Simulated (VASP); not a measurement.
A run of VASP 6.6.1 is set up as follows.

POSCAR

```
K
1.0
   -2.7330567785      2.7330567785      2.7330567785
    2.7330567785     -2.7330567785      2.7330567785
    2.7330567785      2.7330567785     -2.7330567785
K
1
Direct
    0.0000000000      0.0000000000      0.0000000000
```

The input INCAR.step1:

```
SYSTEM = K
ALGO = Normal
EDIFF = 1E-5
ENCUT = 400
GGA = PE
GGA_COMPAT = .False.
ISIF = 2
ISMEAR = 0
LASPH = .True.
LCHARG = .False.
LREAL = .False.
LWAVE = .True.
NBANDS = 10
NELM = 120
PREC = Accurate
SIGMA = 0.05
```

File INCAR.step2:

```
SYSTEM = K
ALGO = Normal
EDIFF = 1E-6
ENCUT = 400
GGA = PE
GGA_COMPAT = .False.
HFSCREEN = 0.2079
ISIF = 2
ISMEAR = 0
ISTART = 1
LASPH = .True.
LCHARG = .False.
LHFCALC = .True.
LREAL = .False.
LWAVE = .False.
NBANDS = 10
NELM = 120
PREC = Accurate
PRECFOCK = Normal
SIGMA = 0.05
```

Contents of KPOINTS:

```
k-points
0
Gamma
  5 5 5
  0 0 0
```

Potentials or basis: VASP PAW PBE potentials, release 64 (K_sv).

The run is started by

```sh
$ cat potpaw_PBE.64/K_sv/POTCAR > POTCAR
$ cp INCAR.step1 INCAR
$ mpirun -np 1 vasp_std > vasp.out
$ cp INCAR.step2 INCAR
$ mpirun -np 1 vasp_std > vasp.out
```

Problem. Estimate the pressure.

Solution. -0.2 GPa.

Problem. Estimate the band gap on the k mesh.

Solution. Zero (an odd number of electrons rules out a gap without spin polarisation).

Caveat: the PAW data sets were made with another functional, which shifts forces and pressure a little.
